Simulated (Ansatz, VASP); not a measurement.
# SbTeS: VASP beside Ansatz

File INCAR:

```
SYSTEM = SbTeS
PREC = Accurate
ENCUT = 520
EDIFF = 1E-6
ISMEAR = 0
SIGMA = 0.1
LREAL = .False.
LASPH = .True.
NELM = 100
ALGO = Normal
ISIF = 2
LWAVE = .False.
LCHARG = .True.
GGA = PE
LELF = .True.
LVHAR = .True.
NBANDS = 16
```

The input KPOINTS:

```
Automatic mesh
0
Gamma
  12 12 8
  0 0 0
```

POSCAR

```
SbTeS
1.0
    3.7985587556      0.0000000000      0.0000000000
    0.0000000000      3.7985587556      0.0000000000
    0.0000000000      0.0000000000      6.2021253836
Sb Te S
1 1 1
Direct
    0.5000000000      0.5000000000      0.5000000000
    0.5000000000      0.5000000000      0.0000000000
    0.0000000000      0.0000000000      0.0000000000
```

Input for Ansatz:

```yaml
crystal:
  lattice:
    - [3.7985587546, 0.0, 0.0]
    - [0.0, 3.7985587546, 0.0]
    - [0.0, 0.0, 6.2021253779]
  atoms:
    - { symbol: Sb, position: [0.5, 0.5, 0.5] }
    - { symbol: Te, position: [0.5, 0.5, 0.0] }
    - { symbol: S, position: [0.0, 0.0, 0.0] }
basis:
  ecutwfc: 420
kpoints:
  mp_grid: { grid: [12, 12, 8] }
  band_path:
    path:
      - [[0.0, 0.0, 0.0], [0.0, 0.5, 0.0], [0.5, 0.5, 0.0], [0.0, 0.0, 0.0], [0.0, 0.0, 0.5], [0.0, 0.5, 0.5], [0.5, 0.5, 0.5], [0.0, 0.0, 0.5]]
      - [[0.0, 0.5, 0.0], [0.0, 0.5, 0.5]]
      - [[0.5, 0.5, 0.0], [0.5, 0.5, 0.5]]
    npoints: 14
hamiltonian:
  xc: pbe
scf:
  occupations: { method: gaussian, width: 0.1 }
  n_extra_bands: 7
output:
  forces: true
  stress: true
  eigenvalues: true
  populations: true
  dos: { projected: true, de: 0.02, nscf_kmesh: { grid: [15, 15, 10] } }
  bader: true
```

Alike in both runs: task single point; functional PBE; k mesh 12 × 12 × 8; occupations gaussian, width 0.1 eV; no spin polarisation.

```csv
,VASP,Ansatz
version,VASP 6.6.1,Ansatz 0.2.0
potentials or method,"VASP PAW PBE potentials, release 64 (Sb, Te, S), cutoff 520 eV","scalar-relativistic, plane waves, PAW"
valence electrons in the cell,17,37
```

Ansatz gave:

| Item | Value |
| --- | --- |
| gap on the k mesh at the Fermi level (eV) | none |
| pressure (GPa) | 0.0 |

Which values does VASP return?

gap on the k mesh at the Fermi level (eV): none; pressure (GPa): -0.1.

A gap of «none» marks a metal or a gap that the smearing closes. VASP's potentials hold 17 valence electrons a cell and Ansatz's 37, so a difference there can come from the potentials and not from the codes.

Neither program's run includes spin-orbit coupling.
